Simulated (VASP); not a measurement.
Write the native input for VASP 6.6.1 that does the following.

```
Task                   : single point
Functional             : r2SCAN
Potentials or basis    : VASP PAW PBE potentials, release 64 (Au)
Cutoff                 : 520 eV
k mesh                 : 11 × 11 × 11
Occupations            : fermi-dirac, width 0.05 eV
Spin                   : no spin polarisation
Dipole correction      : no
Further INCAR settings : ALGO = Normal; EDIFF = 1e-07; NBANDS = 12
```

Au:

```
Au
1.0
     0.00000    2.06178    2.06178
     2.06178    0.00000    2.06178
     2.06178    2.06178    0.00000
Au
1
Direct
  0.00000 0.00000 0.00000
```

One way to write it, as run:

POSCAR

```
Au
1.0
    0.0000000000      2.0617793868      2.0617793868
    2.0617793868      0.0000000000      2.0617793868
    2.0617793868      2.0617793868      0.0000000000
Au
1
Direct
    0.0000000000      0.0000000000      0.0000000000
```

INCAR.step1

```
PREC = Accurate ; ENCUT = 520
ISMEAR = -1 ; SIGMA = 0.05
LREAL = False ; LASPH = True
NELM = 60 ; NBANDS = 12
GGA = PE ; ALGO = Normal
EDIFF = 1E-4 ; LWAVE = True
LCHARG = False
```

INCAR.step2

```
PREC = Accurate ; ENCUT = 520
EDIFF = 1E-7 ; ISMEAR = -1
SIGMA = 0.05 ; LREAL = False
LASPH = True ; NELM = 60
ALGO = Normal ; ISIF = 2
LWAVE = False ; LCHARG = False
METAGGA = R2SCAN ; LMIXTAU = True
NBANDS = 12 ; ISTART = 1
```

KPOINTS

```
regular mesh
0
Gamma
  11 11 11
```

Potentials or basis: VASP PAW PBE potentials, release 64 (Au).

Command:

```console
$ cat potpaw_PBE.64/Au/POTCAR > POTCAR
$ cp INCAR.step1 INCAR
$ mpirun -np 1 vasp_std > vasp.out
$ cp INCAR.step2 INCAR
$ mpirun -np 1 vasp_std > vasp.out
```

It gave:

```json
{"Pressure": "0.2 GPa", "Band gap on the k mesh": "zero (an odd number of electrons rules out a gap without spin polarisation)"}
```

Caveat: the PAW data sets were made with another functional, which shifts forces and pressure a little; spin-orbit coupling is left out, which moves the levels of the heavy elements.

Run time: 36 s on 1 thread of Intel(R) Xeon(R) Platinum 8488C (Sapphire Rapids) (shared host), peak memory 0.15 GiB.
